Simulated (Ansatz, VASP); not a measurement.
**BaTe in VASP and in Ansatz**

INCAR

```
SYSTEM = BaTe
PREC = Accurate
ENCUT = 520
EDIFF = 1E-6
ISMEAR = 0
SIGMA = 0.05
LREAL = .FALSE.
LASPH = .TRUE.
NELM = 100
ALGO = Normal
ISIF = 2
LWAVE = .FALSE.
LCHARG = .FALSE.
GGA = PE
NBANDS = 15
```

File KPOINTS:

```
Automatic mesh
0
G
  6 6 6
  0 0 0
```

File POSCAR:

```
BaTe
1.0
    4.2624660000      0.0000000000      0.0000000000
    0.0000000000      4.2624660000      0.0000000000
    0.0000000000      0.0000000000      4.3690276500
Ba Te
1 1
Direct
    0.0000000000      0.0000000000      0.0000000000
    0.5000000000      0.5000000000      0.5000000000
```

Input for Ansatz:

```yaml
crystal:
  lattice:
    - [4.262466, 0.0, 0.0]
    - [0.0, 4.262466, 0.0]
    - [0.0, 0.0, 4.36902765]
  atoms:
    - { symbol: Ba, position: [0.0, 0.0, 0.0] }
    - { symbol: Te, position: [0.5, 0.5, 0.5] }
basis:
  ecutwfc: 420
kpoints:
  mp_grid: { grid: [6, 6, 6] }
hamiltonian:
  xc: pbe
scf:
  occupations: { method: gaussian, width: 0.05 }
output:
  forces: true
  stress: true
  eigenvalues: true
```

Change from the starting cell: strain +0.000 along x and y, +0.025 along z, atoms carried along.

Alike in both runs: task single point; functional PBE; k mesh 6 × 6 × 6; occupations gaussian, width 0.05 eV; no spin polarisation.

```csv
,VASP,Ansatz
version,VASP 6.6.1,Ansatz 0.2.0
potentials or method,"VASP PAW PBE potentials, release 64 (Ba_sv, Te), cutoff 520 eV","scalar-relativistic, plane waves, PAW"
valence electrons in the cell,16,26
```

|  | VASP | Ansatz | Ansatz less VASP |
| --- | --- | --- | --- |
| gap on the k mesh at the Fermi level (eV) | 0.75 | 0.85 | +0.091 |
| least direct gap on the mesh (eV) | 0.90 | 0.99 | +0.090 |
| pressure (GPa) | -0.7 | -1.1 | -0.40 |
| traceless stress, the component that is largest in VASP (GPa) | -1.14 | -1.14 | +0.003 |

VASP's potentials hold 16 valence electrons a cell and Ansatz's 26, so a difference there can come from the potentials and not from the codes.

Neither program's run includes spin-orbit coupling.
